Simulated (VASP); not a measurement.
# CdF2 (R3m) in VASP: further runs, part 3 of 3

VASP 6.6.1.

### 5 Electric field gradients, PBE (shortest bond scaled by 0.58)

Input file INCAR:

```
  PREC = Accurate
  ENCUT = 520
  EDIFF = 1E-8
  ISMEAR = -1
  SIGMA = 0.03
  LREAL = F
  LASPH = T
  NELM = 60
  ALGO = Normal
  ISIF = 2
  LWAVE = F
  LCHARG = F
  GGA = PE
  LEFG = T
  NBANDS = 20
```

Input file KPOINTS:

```
Automatic mesh
0
Gamma
  7 7 7
```

Input file POSCAR:

```
CdF2
1.0
    0.0000000000      2.7005188915      2.7005188915
    2.7005188915      0.0000000000      2.7005188915
    2.7005188915      2.7005188915      0.0000000000
Cd F
1 2
Direct
   -0.1575000000      0.0525000000      0.0525000000
    0.4075000000      0.1975000000      0.1975000000
    0.7500000000      0.7500000000      0.7500000000
```

Potentials or basis: VASP PAW PBE potentials, release 64 (Cd, F).

Launch:

```console
> cat potpaw_PBE.64/Cd/POTCAR potpaw_PBE.64/F/POTCAR > POTCAR
> mpirun -np 1 vasp_std > vasp.out
```

OUTCAR:

```text
PREC = Accurate
   ENCUT = 520
   EDIFF = 1E-8
   ISMEAR = -1
   LREAL = F
   LASPH = T
   NELM = 60
   ISIF = 2
   GGA = PE

 ion  position               nearest neighbor table
   1  0.843  0.053  0.053-   2 1.36   3 2.22   3 2.22   3 2.22   2 2.82   2 2.82   2 2.82   3 2.83

   2  0.407  0.197  0.197-   1 1.36   1 2.82   1 2.82   1 2.82
   3  0.750  0.750  0.750-   1 2.22   1 2.22   1 2.22   1 2.83

 -----------------------------------------------------------------------------
|                                                                             |
|           W    W    AA    RRRRR   N    N  II  N    N   GGGG   !!!           |
|           W    W   A  A   R    R  NN   N  II  NN   N  G    G  !!!           |
|           W    W  A    A  R    R  N N  N  II  N N  N  G       !!!           |
|           W WW W  AAAAAA  RRRRR   N  N N  II  N  N N  G  GGG   !            |
|           WW  WW  A    A  R   R   N   NN  II  N   NN  G    G                |
|           W    W  A    A  R    R  N    N  II  N    N   GGGG   !!!           |
|                                                                             |
|     The distance between some ions is very small. Please check the          |
|     nearest-neighbor list in the OUTCAR file.                               |
|     I HOPE YOU KNOW WHAT YOU ARE DOING!                                     |
|                                                                             |
 -----------------------------------------------------------------------------

  LATTYP: Found a face centered cubic cell.
 ALAT       =     5.4010377830

  Lattice vectors:

 A1 = (   0.0000000000,   2.7005188915,   2.7005188915)
 A2 = (   2.7005188915,   0.0000000000,   2.7005188915)
 A3 = (   2.7005188915,   2.7005188915,   0.0000000000)

Analysis of symmetry for initial positions (statically):
[... 736 lines left out ...]

  FORCE on cell =-STRESS in cart. coord.  units (eV):
  Direction    XX          YY          ZZ          XY          YZ          ZX
  --------------------------------------------------------------------------------------
  -------------------------------------------------------------------------------------
  Total       36.9147140     36.9147140     36.9147140    -31.1789580     31.1789580    -31.1789580
  in kB     1501.5452867   1501.5452867   1501.5452867  -1268.2373066   1268.2373066  -1268.2373066
  external PRESSURE =    1501.5452867 kB  Pullay stress =       0.0000000 kB

 VOLUME and BASIS-vectors are now :
 -----------------------------------------------------------------------------
  energy-cutoff  :      520.00
  volume of cell :       39.39
      direct lattice vectors                 reciprocal lattice vectors
     0.000000000  2.700518891  2.700518891    -0.185149603  0.185149603  0.185149603
     2.700518891  0.000000000  2.700518891     0.185149603 -0.185149603  0.185149603
     2.700518891  2.700518891  0.000000000     0.185149603  0.185149603 -0.185149603

 POSITION                                       TOTAL-FORCE (eV/Angst)
 -----------------------------------------------------------------------------------
      0.28355      2.41696      2.41696       -42.771294     42.771294     42.771294
      1.06670      1.63381      1.63381        42.787072    -42.787072    -42.787072
      4.05078      4.05078      4.05078        -0.015778      0.015778      0.015778
 -----------------------------------------------------------------------------------
    total drift:                                0.001408     -0.001406     -0.001406

  FREE ENERGIE OF THE ION-ELECTRON SYSTEM (eV)
  ---------------------------------------------------
  free  energy   TOTEN  =         4.6016542486 eV

  energy  without entropy=        4.6016542492  energy(sigma->0) =        4.60165425

 Electric field gradients (V/A^2)
---------------------------------------------------------------------
 ion       V_xx      V_yy      V_zz      V_xy      V_xz      V_yz
---------------------------------------------------------------------
   1      -0.000     0.000     0.000   387.468   387.468  -387.472
   2       0.001    -0.001    -0.001   -43.869   -43.869    43.886
   3       0.000    -0.000    -0.000    -5.252    -5.252     5.268
---------------------------------------------------------------------

 Electric field gradients after diagonalization (V/A^2)
 (convention: |V_zz| > |V_xx| > |V_yy|)
----------------------------------------------------------------------
 ion       V_xx      V_yy      V_zz     asymmetry (V_yy - V_xx)/ V_zz
----------------------------------------------------------------------
   1     387.472   387.466  -774.938       0.000
   2     -43.887   -43.863    87.750       0.000
   3      -5.268    -5.246    10.514       0.002
----------------------------------------------------------------------

           NMR quadrupolar parameters

 Cq : quadrupolar parameter    Cq=e*Q*V_zz/h
 eta: asymmetry parameters     (V_yy - V_xx)/ V_zz
 Q  : nuclear electric quadrupole moment in mb (millibarn)
----------------------------------------------------------------------
 ion       Cq(MHz)       eta       Q (mb)
----------------------------------------------------------------------
   1      -1.874       0.000       1.000
   2       0.212       0.000       1.000
   3       0.025       0.002       1.000
----------------------------------------------------------------------
```

OSZICAR:

```text
N       E                     dE             d eps       ncg     rms          rms(c)
DAV:   1     0.211698796525E+03    0.21170E+03   -0.14931E+04  1760   0.131E+03
DAV:   2     0.101093248040E+02   -0.20159E+03   -0.19449E+03  1888   0.355E+02
DAV:   3     0.170142200265E+01   -0.84079E+01   -0.83865E+01  2064   0.797E+01
DAV:   4     0.166449131333E+01   -0.36931E-01   -0.36929E-01  1868   0.538E+00
DAV:   5     0.166434646335E+01   -0.14485E-03   -0.14485E-03  2036   0.309E-01    0.756E+01
DAV:   6     0.452489960837E+01    0.28606E+01   -0.58808E+00  2168   0.456E+01    0.435E+01
DAV:   7     0.455852957968E+01    0.33630E-01   -0.22495E+00  1876   0.140E+01    0.120E+01
DAV:   8     0.459393316938E+01    0.35404E-01   -0.41823E-01  1880   0.733E+00    0.101E+00
DAV:   9     0.460209611129E+01    0.81629E-02   -0.39882E-02  2144   0.309E+00    0.472E-01
DAV:  10     0.460165771909E+01   -0.43839E-03   -0.65799E-03  1908   0.818E-01    0.246E-01
DAV:  11     0.460171385942E+01    0.56140E-04   -0.79711E-04  1960   0.367E-01    0.984E-02
DAV:  12     0.460166036469E+01   -0.53495E-04   -0.15781E-04  1864   0.114E-01    0.489E-02
DAV:  13     0.460165407983E+01   -0.62849E-05   -0.13472E-05  1964   0.526E-02    0.311E-02
DAV:  14     0.460165436539E+01    0.28556E-06   -0.21743E-06  1944   0.161E-02    0.598E-03
DAV:  15     0.460165428389E+01   -0.81505E-07   -0.63134E-07  1856   0.767E-03    0.596E-04
DAV:  16     0.460165423118E+01   -0.52707E-07   -0.74080E-08  1996   0.261E-03    0.894E-04
DAV:  17     0.460165424285E+01    0.11672E-07   -0.64988E-09  1544   0.737E-04    0.340E-04
DAV:  18     0.460165424858E+01    0.57294E-08   -0.33937E-09  1488   0.530E-04
   1 F= 0.46016542E+01 E0= 0.46016542E+01  d E =-.614081E-09
```

stdout:

```text
POSCAR found type information on POSCAR CdF
 POSCAR found :  2 types and       3 ions
 scaLAPACK will be used
 LDA part: xc-table for (Slater+PW92), standard interpolation
 -----------------------------------------------------------------------------
|                                                                             |
|           W    W    AA    RRRRR   N    N  II  N    N   GGGG   !!!           |
|           W    W   A  A   R    R  NN   N  II  NN   N  G    G  !!!           |
|           W    W  A    A  R    R  N N  N  II  N N  N  G       !!!           |
|           W WW W  AAAAAA  RRRRR   N  N N  II  N  N N  G  GGG   !            |
|           WW  WW  A    A  R   R   N   NN  II  N   NN  G    G                |
|           W    W  A    A  R    R  N    N  II  N    N   GGGG   !!!           |
|                                                                             |
|     The distance between some ions is very small. Please check the          |
|     nearest-neighbor list in the OUTCAR file.                               |
|     I HOPE YOU KNOW WHAT YOU ARE DOING!                                     |
|                                                                             |
 -----------------------------------------------------------------------------

 POSCAR, INCAR and KPOINTS ok, starting setup
 FFT: planning ... GRIDC
 FFT: planning ... GRID_SOFT
 FFT: planning ... GRID
 WAVECAR not read
 entering main loop
ion   1

ion   2

ion   3
```

It took 20 s on 1 thread of Intel Xeon 6975P-C (Granite Rapids), shared host; peak memory 0.17 GiB.

Results:

| Quantity | Value |
| --- | --- |
| Free energy | 4.6017 eV |
| Pressure | 150.2 GPa |
| Largest force | 74.109 eV/Å |
| Band gap on the k mesh | 1.07 eV (least direct gap 2.24 eV) |
| Largest electric field gradient by atom | Cd -774.9; F +87.8, +10.5 V/Å² |

Forces on the atoms (eV/Å):
```
Cd  -42.771  42.771  42.771
F    42.787 -42.787 -42.787
F    -0.016   0.016   0.016
```

Electric field gradients, principal values (V/Å²):
```tsv
atom	least	middle	greatest (by size)
1 Cd	387.466	387.472	-774.938
2 F	-43.863	-43.887	87.750
3 F	-5.246	-5.268	10.514
```

Caveat: the cell differs from its parent crystal (shortest bond scaled by 0.58); atoms lie so close that the PAW spheres overlap strongly, which falsifies energies and pressures; the cell stands under pressure; without QUAD_EFG the Cq values of the log hold for a quadrupole moment of 1 mb, not for the nuclei; an odd mesh through Γ misses points on the zone boundary, where band edges can lie; forces of over 1 eV/Å act on the atoms, so gaps and moduli don't describe the material at rest.

### 6 The runs side by side

```csv
cell,gap on the mesh (eV),pressure (GPa),largest force (eV/Å)
"as given, shortest bond scaled by 1.1",3.11,6.9,0.81
"as given, shortest bond scaled by 0.76",2.67,29.0,10.09
"as given, shortest bond scaled by 0.7",2.23,51.6,20.20
"as given, shortest bond scaled by 0.58",1.07,150.2,74.11
```

Some of these runs hold the atoms at other places in the same cell, which the table doesn't show; runs alike in all that it shows share one row.

Alike in all rows: task electric field gradients; level PBE; potentials or basis VASP PAW PBE potentials, release 64 (Cd, F); no spin polarisation; k mesh 7 × 7 × 7; cutoff (eV) 520; smearing fermi-dirac 0.03 eV.

Caveats: the cell stands under pressure; an odd mesh through Γ misses points on the zone boundary, where band edges can lie; forces of over 1 eV/Å act on the atoms, so gaps and moduli don't describe the material at rest (at least some runs); atoms lie so close that the PAW spheres overlap strongly, which falsifies energies and pressures (at least some runs).

Total energies depend on the potentials used, so only differences within one code and one set of settings carry meaning.
